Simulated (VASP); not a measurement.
The system is B4AsN3.

```
N B As
1.0
    -1.97479    1.97479    3.92156
     1.97479   -1.97479    3.92156
     1.97479    1.97479   -3.92156
N B As
3 4 1
Direct
  0.25000 0.75000 0.50000
  0.50000 0.50000 0.00000
  0.75000 0.25000 0.50000
  0.85335 0.41889 0.00000
  0.14665 0.14665 0.56554
  0.41889 0.85335 0.00000
  0.58111 0.58111 0.43446
  0.00000 0.00000 0.00000
```

Base run:

```yaml
Program: VASP 6.6.1
Functional: PBE
Potentials_or_basis: VASP PAW PBE potentials, release 64 (N, B, As)
Cutoff: 520 eV
k_mesh: 10 × 10 × 10
Occupations: fermi-dirac, width 0.02 eV
Spin: no spin polarisation
```

Its results: band gap on the k mesh 1.88 eV; pressure 3.9 GPa; largest force 0.368 eV/Å.

Problem. The run is repeated on the same cell with these changes: functional from PBE to r2SCAN; k mesh from 10 × 10 × 10 to 8 × 8 × 8. What comes out?

Solution. Band gap on the k mesh 2.24 eV; pressure 1.1 GPa; largest force 0.084 eV/Å.

Several settings changed at once.

Caveats: the cell stands under pressure (at least some runs); the PAW data sets were made with another functional, which shifts forces and pressure a little (at least some runs).

A k mesh can miss the band edges.
